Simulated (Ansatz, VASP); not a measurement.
## Two plane-wave programs on InP

POSCAR

```
InP
1.0
    0.0000000000      2.7453630729      2.7453630729
    2.7453630729      0.0000000000      2.7453630729
    2.7453630729      2.7453630729      0.0000000000
In P
1 1
Direct
    0.0000000000      0.0000000000      0.0000000000
    0.5000000000      0.5000000000      0.5000000000
```

The input INCAR.step1:

```
  PREC = Accurate
  ENCUT = 520
  EDIFF = 1E-5
  ISMEAR = -1
  SIGMA = 0.02
  LREAL = F
  LASPH = T
  NELM = 100
  ALGO = Normal
  ISIF = 2
  LWAVE = T
  LCHARG = F
  NBANDS = 16
  GGA = PE
```

Contents of INCAR.step2:

```
  PREC = Accurate
  ENCUT = 520
  EDIFF = 1E-6
  ISMEAR = -1
  SIGMA = 0.02
  LREAL = F
  LASPH = T
  NELM = 100
  ALGO = Normal
  ISIF = 2
  LWAVE = F
  LCHARG = F
  GGA = PE
  LHFCALC = T
  AEXX = 0.1
  HFSCREEN = 0.3
  PRECFOCK = Normal
  NBANDS = 16
  ISTART = 1
```

The input KPOINTS:

```
regular mesh
0
Gamma
  4 4 4
```

Input for Ansatz:

```yaml
crystal:
  lattice:
    - [0.0, 2.7453630729, 2.7453630729]
    - [2.7453630729, 0.0, 2.7453630729]
    - [2.7453630729, 2.7453630729, 0.0]
  atoms:
    - { symbol: In, position: [0.0, 0.0, 0.0] }
    - { symbol: P, position: [0.5, 0.5, 0.5] }
kpoints:
  mp_grid: { grid: [4, 4, 4] }
hamiltonian:
  xc: { exchange: pbe, correlation: pbe, exx: { coeff: 0.1, omega: 0.3 } }
scf:
  occupations: { method: fermi_dirac, width: 0.02 }
  n_extra_bands: 4
output:
  forces: true
  stress: true
  eigenvalues: true
```

Alike in both runs: task single point; functional PBE-based screened hybrid with a share of 0.1 of exact exchange and HFSCREEN = 0.3; k mesh 4 × 4 × 4; occupations fermi-dirac, width 0.02 eV; no spin polarisation.

|  | VASP | Ansatz |
| --- | --- | --- |
| version | VASP 6.6.1 | Ansatz 0.2.0 |
| potentials or method | VASP PAW PBE potentials, release 64 (In_d, P) | plane waves |
| plane-wave cutoff (eV) | 520 | 420 |
| valence electrons in the cell | 18 | 18 |

VASP gave:

| Property | Result |
| --- | --- |
| pressure (GPa) | 1.2 |

Problem. What did Ansatz give for the same quantities?

Solution. Pressure (GPa): 1.3.

VASP's potentials were made for PBE, not for PBE-based screened hybrid. Ansatz's warnings: filled band counts differ across k points, stress exchange threshold loose, stress scf threshold loose.

The k mesh is coarse, so the values compare programs but aren't converged.
